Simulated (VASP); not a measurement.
Here is a VASP 6.6.1 calculation.

POSCAR

```
ZrB2
1.0
    1.5737612079      2.7258343711      0.0000000000
   -1.5737612079      2.7258343711      0.0000000000
    0.0000000000      0.0000000000      3.5255600901
Zr B
1 2
Direct
    0.0000000000      0.0000000000      0.0000000000
    0.3333333333      0.3333333333      0.5000000000
    0.6666666667      0.6666666667      0.5000000000
```

File INCAR.step1:

```
  PREC = Accurate
  ENCUT = 520
  ISMEAR = -1
  SIGMA = 0.1
  LREAL = False
  LASPH = True
  NELM = 80
  NBANDS = 16
  GGA = PE
  ALGO = Normal
  EDIFF = 1E-4
  LWAVE = True
  LCHARG = False
```

INCAR.step2

```
  PREC = Accurate
  ENCUT = 520
  EDIFF = 1E-6
  ISMEAR = -1
  SIGMA = 0.1
  LREAL = False
  LASPH = True
  NELM = 80
  ALGO = Normal
  ISIF = 2
  LWAVE = False
  LCHARG = True
  METAGGA = R2SCAN
  LMIXTAU = True
  LELF = True
  LVHAR = True
  NBANDS = 16
  ISTART = 1
```

The input KPOINTS:

```
regular mesh
0
Gamma
  11 11 9
```

Potentials or basis: VASP PAW PBE potentials, release 64 (Zr_sv, B).

The run is started by

```bash
$ cat potpaw_PBE.64/Zr_sv/POTCAR potpaw_PBE.64/B/POTCAR > POTCAR
$ cp INCAR.step1 INCAR
$ mpirun -np 1 vasp_std > vasp.out
$ cp INCAR.step2 INCAR
$ mpirun -np 1 vasp_std > vasp.out
```

Problem. Estimate the pressure.

Solution. 5.1 GPa.

Problem. Estimate the band gap on the k mesh.

Solution. Zero (bands 9 and 10 overlap by 1.38 eV).

Caveat: the cell stands under pressure; the PAW data sets were made with another functional, which shifts forces and pressure a little.
